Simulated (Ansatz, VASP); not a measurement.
# Cs: VASP beside Ansatz

The input INCAR:

```
SYSTEM = Cs
PREC = Accurate
ENCUT = 520
EDIFF = 1E-6
ISMEAR = -1
SIGMA = 0.05
LREAL = .False.
LASPH = .True.
NELM = 80
ALGO = Normal
ISIF = 2
LWAVE = .False.
LCHARG = .False.
GGA = PE
NBANDS = 16
```

Contents of KPOINTS:

```
Automatic mesh
0
Gamma
  8 8 5
  0 0 0
```

Contents of POSCAR:

```
Cs
1.0
    4.2127770087      0.0000000000      0.0000000000
   -2.1063885043      3.6483719100      0.0000000000
    0.0000000000      0.0000000000      6.8246987541
Cs
2
Direct
    0.3333333333      0.6666666667      0.2500000000
    0.6666666667      0.3333333333      0.7500000000
```

Input for Ansatz:

```yaml
crystal:
  lattice:
    - [4.2127770087, 0.0, 0.0]
    - [-2.1063885043, 3.64837191, 0.0]
    - [0.0, 0.0, 6.8246987541]
  atoms:
    - { symbol: Cs, position: [0.3333333333, 0.6666666667, 0.25] }
    - { symbol: Cs, position: [0.6666666667, 0.3333333333, 0.75] }
kpoints:
  mp_grid: { grid: [8, 8, 5] }
scf:
  occupations: { method: fermi_dirac, width: 0.05 }
hamiltonian:
  xc: pbe
  pseudopotentials: { kind: all_electron, lapw: { basis_error: 0.001 } }
output:
  forces: true
  stress: true
  eigenvalues: true
  populations: true
```

Change from the starting cell: volume scaled by 0.45, LAPW.

Alike in both runs: task single point; functional PBE; k mesh 8 × 8 × 5; occupations fermi-dirac, width 0.05 eV; no spin polarisation.

|  | VASP | Ansatz |
| --- | --- | --- |
| version | VASP 6.6.1 | Ansatz 0.2.0 |
| potentials or method | VASP PAW PBE potentials, release 64 (Cs_sv), cutoff 520 eV | all-electron LAPW, scalar-relativistic |

|  | VASP | Ansatz | Ansatz less VASP |
| --- | --- | --- | --- |
| pressure (GPa) | 4.6 | 4.6 | -0.02 |

Ansatz ran all-electron here, and VASP with PAW potentials.

Neither program's run includes spin-orbit coupling.
